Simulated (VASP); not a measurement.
# Si8C7 (a cell with a defect) in VASP: notebook

Runs on Si8C7 (a cell with a defect). Level: PBEsol. Tasks: single point.

Program: VASP 6.6.1. These are calculated values, not measurements. Logs are shortened: lines on timing, memory, paths and dates and some standing lists are left out, and cuts for length are marked.

**1. The cell of the first run**

The cell holds a defect, 15 atoms: a = 6.161 Å, b = 6.161 Å, c = 6.161 Å, α = 60.00°, β = 60.00°, γ = 60.00°.

**2. Single point, PBEsol**

File INCAR:

```
SYSTEM = Si8C7
ALGO = Normal
EDIFF = 1E-6
ENCUT = 520
GGA = PS
ISIF = 2
ISMEAR = 0
LASPH = .TRUE.
LCHARG = .FALSE.
LREAL = Auto
LWAVE = .FALSE.
NBANDS = 43
NELECT = 56.0
NELM = 100
PREC = Accurate
SIGMA = 0.05
```

File KPOINTS:

```
k-points
0
G
  6 6 6
  0 0 0
```

File POSCAR:

```
Si8C7
1.0
    4.3568001662      0.0000000000     -4.3568001662
    0.0000000000      4.3568001662     -4.3568001662
    4.3568001662      4.3568001662      0.0000000000
Si C
8 7
Direct
    0.5000000000      0.0000000000      0.0000000000
    0.5000000000      0.0000000000      0.5000000000
    0.5000000000      0.5000000000      0.0000000000
    0.5000000000      0.5000000000      0.5000000000
    1.0000000000      0.0000000000      0.0000000000
    1.0000000000      0.0000000000      0.5000000000
    1.0000000000      0.5000000000      0.0000000000
    1.0000000000      0.5000000000      0.5000000000
    0.1047125541      0.1452874459      0.6875000000
    0.1250000000      0.6250000000      0.1250000000
    0.1250000000      0.6250000000      0.6250000000
    0.6250000000      0.1250000000      0.1250000000
    0.6250000000      0.1250000000      0.6250000000
    0.6250000000      0.6250000000      0.1250000000
    0.6250000000      0.6250000000      0.6250000000
```

Potentials or basis: VASP PAW PBE potentials, release 64 (Si, C).

Launch:

```console
> cat potpaw_PBE.64/Si/POTCAR potpaw_PBE.64/C/POTCAR > POTCAR
> mpirun -np 1 vasp_std > vasp.out
```

OUTCAR:

```text
SYSTEM = Si8C7
   EDIFF = 1E-6
   ENCUT = 520
   GGA = PS
   ISIF = 2
   ISMEAR = 0
   LASPH = .TRUE.
   LREAL = Auto
   NELECT = 56.0
   NELM = 100
   PREC = Accurate

 ion  position               nearest neighbor table
   1  0.500  0.000  0.000-  12 1.89  13 1.89  14 1.89   2 3.08   3 3.08   5 3.08   2 3.08   4 3.08
                             6 3.08   3 3.08   4 3.08   7 3.08   5 3.08   6 3.08   7 3.08
   2  0.500  0.000  0.500-  13 1.89  12 1.89  15 1.89   9 2.03   4 3.08   6 3.08   1 3.08   1 3.08
                             3 3.08   5 3.08   3 3.08   4 3.08   8 3.08   5 3.08   6 3.08   8 3.08
   3  0.500  0.500  0.000-  14 1.89  12 1.89  10 1.89  15 1.89   4 3.08   7 3.08   1 3.08   2 3.08
                             4 3.08   8 3.08   1 3.08   2 3.08   5 3.08   5 3.08   7 3.08   8 3.08
   4  0.500  0.500  0.500-  15 1.89  13 1.89  14 1.89  11 1.89   3 3.08   8 3.08   2 3.08   1 3.08
                             3 3.08   7 3.08   1 3.08   2 3.08   6 3.08   6 3.08   7 3.08   8 3.08
   5  0.000  0.000  0.000-   9 1.59  10 1.89  12 1.89   1 3.08   6 3.08   7 3.08   2 3.08   6 3.08
                             8 3.08   3 3.08   7 3.08   8 3.08   1 3.08   2 3.08   3 3.08
   6  0.000  0.000  0.500-  11 1.89  13 1.89   9 2.22   2 3.08   5 3.08   8 3.08   1 3.08   5 3.08
                             7 3.08   4 3.08   7 3.08   8 3.08   1 3.08   2 3.08   4 3.08
   7  0.000  0.500  0.000-  10 1.89  11 1.89  14 1.89   3 3.08   5 3.08   8 3.08   4 3.08   6 3.08
                             8 3.08   1 3.08   5 3.08   6 3.08   1 3.08   3 3.08   4 3.08
   8  0.000  0.500  0.500-   9 1.83  11 1.89  10 1.89  15 1.89   6 3.08   7 3.08   4 3.08   3 3.08
                             5 3.08   7 3.08   2 3.08   5 3.08   6 3.08   2 3.08   3 3.08   4 3.08
   9  0.105  0.145  0.688-   5 1.59   8 1.83   2 2.03   6 2.22
  10  0.125  0.625  0.125-   7 1.89   5 1.89   3 1.89   8 1.89
  11  0.125  0.625  0.625-   8 1.89   6 1.89   7 1.89   4 1.89
  12  0.625  0.125  0.125-   1 1.89   2 1.89   3 1.89   5 1.89
  13  0.625  0.125  0.625-   2 1.89   1 1.89   4 1.89   6 1.89
  14  0.625  0.625  0.125-   3 1.89   1 1.89   4 1.89   7 1.89
  15  0.625  0.625  0.625-   4 1.89   3 1.89   2 1.89   8 1.89

  LATTYP: Found a face centered cubic cell.
 ALAT       =     8.7136003324

  Lattice vectors:

 A1 = (   4.3568001662,   0.0000000000,  -4.3568001662)
 A2 = (   0.0000000000,   4.3568001662,  -4.3568001662)
 A3 = (   4.3568001662,   4.3568001662,   0.0000000000)

Analysis of symmetry for initial positions (statically):
=====================================================================
 Subroutine PRICEL returns:
 Original cell was already a primitive cell.

 Routine SETGRP: Setting up the symmetry group for a
 face centered cubic supercell.

 Subroutine GETGRP returns: Found  1 space group operations
 (whereof  1 operations were pure point group operations)
 out of a pool of 48 trial point group operations.

The static configuration has the point symmetry C_1 .

Analysis of symmetry for dynamics (positions and initial velocities):
=====================================================================
 Subroutine PRICEL returns:
 Original cell was already a primitive cell.

 Routine SETGRP: Setting up the symmetry group for a
 face centered cubic supercell.

 Subroutine GETGRP returns: Found  1 space group operations
 (whereof  1 operations were pure point group operations)
 out of a pool of 48 trial point group operations.

The dynamic configuration has the point symmetry C_1 .

 Subroutine INISYM returns: Found  1 space group operations
 (whereof  1 operations are pure point group operations),
 and found     1 'primitive' translations

----------------------------------------------------------------------------------------

                                     Primitive cell

  volume of cell :     165.3990

  direct lattice vectors                    reciprocal lattice vectors
     4.356800166  0.000000000 -4.356800166     0.114763125 -0.114763125 -0.114763125
     0.000000000  4.356800166 -4.356800166    -0.114763125  0.114763125 -0.114763125
     4.356800166  4.356800166  0.000000000     0.114763125  0.114763125  0.114763125

  length of vectors
     6.161445884  6.161445884  6.161445884     0.198775563  0.198775563  0.198775563

  position of ions in fractional coordinates (direct lattice)
     0.500000000  0.000000000  0.000000000
     0.500000000  0.000000000  0.500000000
     0.500000000  0.500000000  0.000000000
[... 50 lines left out ...]
     0.000000000  0.000000000  0.000000000

 Subroutine IBZKPT returns following result:
 ===========================================

 Found    112 irreducible k-points:

 Following reciprocal coordinates:
            Coordinates               Weight
  0.000000  0.000000  0.000000      1.000000
  0.166667  0.000000  0.000000      2.000000
  0.000000  0.166667  0.000000      2.000000
  0.000000  0.000000  0.166667      2.000000
  0.166667  0.166667  0.166667      2.000000
  0.333333  0.000000  0.000000      2.000000
[... 16 lines left out ...]
  0.166667 -0.166667 -0.166667      2.000000
  0.333333  0.333333  0.166667      2.000000
 [... further k-points ...]
   k-points           NKPTS =    112   k-points in BZ     NKDIM =    112   number of bands    NBANDS=     43
   number of dos      NEDOS =    301   number of ions     NIONS =     15
   total plane-waves  NPLWV = 110592
   dimension x,y,z NGX =    48 NGY =   48 NGZ =   48
   dimension x,y,z NGXF=    96 NGYF=   96 NGZF=   96
   ions per type =               8   7
   NGX,Y,Z   is equivalent  to a cutoff of  12.95, 12.95, 12.95 a.u.
   NGXF,Y,Z  is equivalent  to a cutoff of  25.90, 25.90, 25.90 a.u.
 SYSTEM =  Si8C7
   PREC   = accura    normal or accurate (medium, high low for compatibility)
   ISTART =      0    job   : 0-new  1-cont  2-samecut
   ICHARG =      2    charge: 1-file 2-atom 10-const
   ISPIN  =      1    spin polarized calculation?
   LNONCOLLINEAR =      F non collinear calculations
   LSORBIT =      F    spin-orbit coupling
   LASPH  =      T    aspherical Exc in radial PAW
   ENCUT  =  520.0 eV  38.22 Ry    6.18 a.u.  11.46 11.46 11.46*2*pi/ulx,y,z
   NELM   =    100;   NELMIN=  2; NELMDL= -5     # of ELM steps
   EDIFF  = 0.1E-05   stopping-criterion for ELM
   LREAL  =      T    real-space projection
   EDIFFG = 0.1E-04   stopping-criterion for IOM
   NSW    =      0    number of steps for IOM
   IBRION =     -1    ionic relax: 0-MD 1-quasi-New 2-CG
   NFREE  =      0    steps in history (QN), initial steepest desc. (CG)
   ISIF   =      2    stress and relaxation
   ISYM   =      2    0-nonsym 1-usesym 2-fastsym
   POTIM  = 0.5000    time-step for ionic-motion
   TEBEG  =    0.0;   TEEND  =   0.0 temperature during run
   PSTRESS=    0.0 pullay stress
   NELECT =      56.0000    total number of electrons
   NUPDOWN=      -1.0000    fix difference up-down
   EMIN   =  10.00;   EMAX   =-10.00  energy-range for DOS
   EFERMI =   0.00;   METHOD = LEGACY
   ISMEAR =     0;   SIGMA  =   0.05  broadening in eV -4-tet -1-fermi 0-gaus
   EFERMI_NEDOS =   21; number of points for ismear=-14 and -15
   IALGO  =     38    algorithm
   IMIX   =      4    mixing-type and parameters
     AMIX     =   0.40;   BMIX     =  1.00
     AMIX_MAG =   1.60;   BMIX_MAG =  1.00
  volume/ion in A,a.u.               =      11.03        74.41
  Fermi-wavevector in a.u.,A,eV,Ry     =   1.141020  2.156215 17.713783  1.301926
  Thomas-Fermi vector in A             =   2.277721
   LORBIT       =      0    0 simple, 1 ext, 2 COOP (PROOUT), +10 PAW based schemes
   GGA     = PS    functional components
   LHFCALC =     F    Hartree Fock is set to
   AEXX    =    0.0000 exact exchange contribution
   IVDW    =     0    specifies the selected vdW correction
   LEPSILON=     F    determine dielectric tensor
   LRPA    =     F    only Hartree local field effects (RPA)
 non-spin polarized calculation
 Gauss-broadening in eV      SIGMA  =   0.05
  energy-cutoff  :      520.00
  volume of cell :      165.40
 maximum number of plane-waves:      4477
 NGX is ok and might be reduce to    48
   NGX = 23   NGY = 23   NGZ = 23

 number of electron      56.0000006 magnetization

 Free energy of the ion-electron system (eV)
  ---------------------------------------------------
  ext. energy  EPLUGINS =         0.00000000
  ---------------------------------------------------
  free energy    TOTEN  =      -143.60157437 eV

  energy without entropy =     -143.59286401  energy(sigma->0) =     -143.59721919

 E-fermi :   6.8114     XC(G=0): -11.0302

 val. band max:        6.8102659933   @ k =   0.0000   0.5000   0.3333
 cond. band min:       6.8115249403   @ k =   0.0000   0.1667   0.0000
 fundamental gap:      0.0012589470
 Fermi energy:         6.8114472060

 k-point     1 :       0.0000    0.0000    0.0000
  band No.  band energies     occupation
      1      -7.3599      2.00000
      2      -4.2845      2.00000
      3      -4.0841      2.00000
      4      -4.0404      2.00000
      5      -3.4055      2.00000
      6      -2.8078      2.00000
[... 1021 lines left out ...]
     39      13.7026      0.00000
     40      14.0819      0.00000

 [... further k-points ...]

 [bands above 40 left out]

------------------------ aborting loop because EDIFF is reached ----------------------------------------

  FORCE on cell =-STRESS in cart. coord.  units (eV):
  Direction    XX          YY          ZZ          XY          YZ          ZX
  --------------------------------------------------------------------------------------
  -------------------------------------------------------------------------------------
  Total      -44.3881562    -46.7821886    -42.8480871      2.7654517      2.6803172      5.3671510
  in kB     -429.9765504   -453.1669203   -415.0582998     26.7882127     25.9635373     51.9901987
  external PRESSURE =    -432.7339235 kB  Pullay stress =       0.0000000 kB

 VOLUME and BASIS-vectors are now :
 -----------------------------------------------------------------------------
  energy-cutoff  :      520.00
  volume of cell :      165.40
      direct lattice vectors                 reciprocal lattice vectors
     4.356800166  0.000000000 -4.356800166     0.114763125 -0.114763125 -0.114763125
     0.000000000  4.356800166 -4.356800166    -0.114763125  0.114763125 -0.114763125
     4.356800166  4.356800166  0.000000000     0.114763125  0.114763125  0.114763125

 POSITION                                       TOTAL-FORCE (eV/Angst)
 -----------------------------------------------------------------------------------
      2.17840      0.00000     -2.17840         1.207382     -0.773356     -0.977399
      4.35680      2.17840     -2.17840        -0.206721      0.641943      0.207164
      2.17840      2.17840     -4.35680         0.206313      0.099290      0.153997
      4.35680      4.35680     -4.35680        -0.200709     -0.186769      0.241516
      0.00000      0.00000      0.00000         3.454343      2.643107      6.509371
      2.17840      2.17840      0.00000         1.222962      1.288734      0.564461
      0.00000      2.17840     -2.17840        -0.849323      1.193128     -0.986822
      2.17840      4.35680     -2.17840        -0.226044      0.411190     -0.618546
      3.45151      3.62829     -1.08920        -4.697711     -6.665543     -5.456843
      1.08920      3.26760     -3.26760         0.632383     -0.007704      0.279517
      3.26760      5.44600     -3.26760         0.172952      0.008216     -0.622924
      3.26760      1.08920     -3.26760        -0.121723      0.900612      0.589652
      5.44600      3.26760     -3.26760        -0.271115      0.203605     -0.299915
      3.26760      3.26760     -5.44600        -0.027623     -0.087041      0.351387
      5.44600      5.44600     -5.44600        -0.295367      0.330587      0.065384
 -----------------------------------------------------------------------------------
    total drift:                               -0.001320     -0.000682     -0.000591

  FREE ENERGIE OF THE ION-ELECTRON SYSTEM (eV)
  ---------------------------------------------------
  free  energy   TOTEN  =      -143.6015743748 eV

  energy  without entropy=     -143.5928640087  energy(sigma->0) =     -143.59721919
```

Run time: 31 min. Hardware: 1 thread of Intel Xeon 6975P-C (Granite Rapids), shared host; peak memory 0.61 GiB.

Results:

```
Free energy   : -143.6016 eV
Largest force : 9.812 eV/Å
```

Forces on the atoms (eV/Å):
```
Si   1.207 -0.773 -0.977
Si  -0.207  0.642  0.207
Si   0.206  0.099  0.154
Si  -0.201 -0.187  0.242
Si   3.454  2.643  6.509
Si   1.223  1.289  0.564
Si  -0.849  1.193 -0.987
Si  -0.226  0.411 -0.619
C   -4.698 -6.666 -5.457
C    0.632 -0.008  0.280
C    0.173  0.008 -0.623
C   -0.122  0.901  0.590
C   -0.271  0.204 -0.300
C   -0.028 -0.087  0.351
C   -0.295  0.331  0.065
```

Levels at points of the mesh, in eV from the Fermi level:
| k point | band 25 | band 26 | band 27 | band 28 | band 29 | band 30 | band 31 | band 32 |
| --- | --- | --- | --- | --- | --- | --- | --- | --- |
| (0.00, 0.00, 0.00) | -0.16 | 0.07 | 0.41 | 0.50 | 0.60 | 2.46 | 2.69 | 3.20 |
| (0.50, 0.00, 0.00) | -1.14 | -0.82 | -0.44 | 0.27 | 0.27 | 0.77 | 3.41 | 3.84 |
| (0.00, 0.50, 0.00) | -1.07 | -0.66 | -0.35 | 0.27 | 0.29 | 0.78 | 3.41 | 3.96 |
| (0.00, 0.00, 0.50) | -0.94 | -0.53 | -0.53 | 0.16 | 0.21 | 0.86 | 3.53 | 3.68 |
| (0.50, 0.50, 0.50) | -1.04 | -0.59 | -0.57 | -0.03 | 0.32 | 0.96 | 3.52 | 3.67 |
| (0.50, 0.50, 0.00) | -0.77 | -0.64 | -0.34 | -0.34 | -0.16 | 0.46 | 3.16 | 3.35 |
| (0.00, 0.50, 0.50) | -0.69 | -0.65 | -0.55 | -0.31 | -0.01 | 0.65 | 2.97 | 3.18 |
| (0.50, 0.00, 0.50) | -0.70 | -0.65 | -0.53 | -0.29 | -0.01 | 0.66 | 2.97 | 3.18 |

Caveat: the cell carries a net charge on a neutralising background, which shifts energy and pressure; the cell differs from its parent crystal (atoms taken out, atom 9 moved -0.125 of the way to it and -0.125 Å across, host rigid); the cell is charged against a uniform background, so pressure and absolute levels hang on convention; the PAW data sets were made with another functional, which shifts forces and pressure a little.

**3. Single point, PBEsol**

File INCAR:

```
SYSTEM = Si8C7
PREC = Accurate
ENCUT = 520
EDIFF = 1E-6
ISMEAR = 0
SIGMA = 0.05
LREAL = Auto
LASPH = .True.
NELM = 100
ALGO = Normal
ISIF = 2
LWAVE = .False.
LCHARG = .False.
GGA = PS
NBANDS = 43
NELECT = 56.0
```

File KPOINTS:

```
Automatic mesh
0
Gamma
  6 6 6
  0 0 0
```

Changes to POSCAR since step 2:

```diff
@@ -16,3 +16,3 @@
     1.0000000000      0.5000000000      0.5000000000
-    0.1047125541      0.1452874459      0.6875000000
+    0.0844251082      0.1655748918      0.5000000000
     0.1250000000      0.6250000000      0.1250000000
```

Potentials or basis: VASP PAW PBE potentials, release 64 (Si, C).

Launch:

```console
> cat potpaw_PBE.64/Si/POTCAR potpaw_PBE.64/C/POTCAR > POTCAR
> mpirun -np 1 vasp_std > vasp.out
```

Wall time 34 min (1 thread of Intel Xeon 6975P-C (Granite Rapids), shared host); peak memory 0.61 GiB.

Results (log left out):

| Item | Value |
| --- | --- |
| Free energy | -138.3645 eV |
| Largest force | 30.784 eV/Å |

Forces in eV/Å, atoms in the order of the input:
```
Si    0.828  -1.346  -0.949
Si   -0.544  -0.581   0.110
Si    0.062   0.084   0.118
Si    0.056  -0.109   0.047
Si   -0.545  -0.498   0.978
Si   -7.045 -14.609  24.264
Si   -1.223   0.956  -0.911
Si   -0.861  -0.003  -0.337
C    11.387  15.916 -23.762
C    -0.302  -0.325  -1.159
C     0.227  -0.938   0.472
C    -0.334   0.261  -0.441
C    -1.344   0.623   1.040
C     0.119   0.034   0.350
C    -0.480   0.533   0.180
```

Levels at points of the mesh, in eV from the Fermi level:
```tsv
k point	band 24	band 25	band 26	band 27	band 28	band 29	band 30	band 31	band 32	band 33
(0.00, 0.00, 0.00)	-0.36	-0.24	0.03	0.17	0.40	0.53	2.04	2.81	3.20	3.85
(0.50, 0.00, 0.00)	-1.36	-1.30	-0.92	-0.35	0.19	0.21	0.64	2.86	3.57	3.99
(0.00, 0.50, 0.00)	-1.35	-0.99	-0.84	-0.36	0.20	0.25	0.63	2.82	3.69	4.08
(0.00, 0.00, 0.50)	-1.19	-0.90	-0.70	-0.64	-0.20	0.22	0.90	3.06	3.49	4.14
(0.50, 0.50, 0.50)	-1.13	-0.83	-0.66	-0.60	-0.39	0.07	1.18	2.97	3.55	4.48
(0.50, 0.50, 0.00)	-1.14	-0.91	-0.66	-0.48	-0.47	-0.11	0.21	2.96	3.56	4.29
(0.00, 0.50, 0.50)	-0.97	-0.79	-0.74	-0.70	-0.50	0.19	1.02	2.43	3.03	4.06
(0.50, 0.00, 0.50)	-1.03	-0.80	-0.76	-0.69	-0.42	0.10	0.92	2.33	3.04	4.55
```

Caveat: the cell carries a net charge on a neutralising background, which shifts energy and pressure; the cell differs from its parent crystal (atoms taken out, atom 9 moved 0.250 of the way to it and -0.250 Å across, host rigid); the cell is charged against a uniform background, so pressure and absolute levels hang on convention; the PAW data sets were made with another functional, which shifts forces and pressure a little.

(Continued in part 2 of 2.)
